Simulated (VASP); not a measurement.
ZnSe7:

```
Zn Se
1.0
     4.00000    0.00000    0.00000
    -2.00000    3.46410    0.00000
     0.00000    0.00000   14.60000
Zn Se
1 7
Direct
  0.00000 0.00000 0.16800
  0.00000 0.00000 0.00000
  0.33333 0.66667 0.22600
  0.33333 0.66667 0.87100
  0.00000 0.00000 0.48400
  0.33333 0.66667 0.61300
  0.66667 0.33333 0.35500
  0.66667 0.33333 0.74200
```

* Program: VASP 6.6.1
* Task: relaxation of cell and atoms
* Functional: PBE
* Potentials or basis: VASP PAW PBE potentials, release 64 (Zn, Se)
* Cutoff: 600 eV
* k mesh: 5 × 5 × 2
* Occupations: gaussian, width 0.2 eV
* Spin: no spin polarisation

At the start: pressure -4.3 GPa; volume 25.29 Å³/atom.

How do energy, volume and symmetry change on relaxing?

Over 20 steps the energy falls by 179.6 meV/atom and the volume is 24.91 Å³/atom (-1.5 %); space group P3m1 (No. 156, to 0.1 Å) before and after.

Step by step:
```
step  energy change (eV)  largest force (eV/Å)  pressure (GPa)  volume (Å³)
   1              0.0000                2.1807           -4.29       202.30
   2             -0.6426                1.7133            0.94       183.09
   3             -0.6715                1.4640            2.97       178.12
   4             -1.0328                0.6654            2.52       180.11
   5             -1.1342                1.2095            2.68       181.83
   6             -1.2598                0.4490           -1.61       194.89
   7             -1.2674                0.4697           -0.87       192.22
   8             -1.3170                0.3676           -0.26       191.00
   9             -1.3280                0.3645            0.23       190.16
  10             -1.3562                0.2659            0.30       190.82
  11             -1.3903                0.2417            0.65       192.39
  12             -1.4034                0.1846           -0.79       198.04
  13             -1.4047                0.1496           -0.48       196.73
  14             -1.4189                0.1350           -0.39       197.60
  15             -1.4237                0.2783           -0.28       198.43
  16             -1.4300                0.1226            0.67       196.60
  17             -1.4316                0.1391            0.38       197.16
  18             -1.4345                0.2334           -0.13       199.37
  19             -1.4354                0.1366            0.03       198.64
  20             -1.4368                0.0436           -0.15       199.32
```

Final structure:
```
Zn Se
1.0
     3.89737    0.00000    0.00000
    -1.94868    3.37522    0.00000
     0.00000    0.00000   15.15225
Zn Se
1 7
Direct
  0.00000 0.00000 0.14833
  0.00000 0.00000 0.97532
  0.33333 0.66667 0.20269
  0.33333 0.66667 0.87386
  0.00000 0.00000 0.49414
  0.33333 0.66667 0.59631
  0.66667 0.33333 0.39484
  0.66667 0.33333 0.77351
```

Caveat: the k points lie up to 0.37 Å⁻¹ apart in the final cell; the relaxation stopped at a loose force limit of 0.08 eV/Å, so its end isn't a converged minimum.
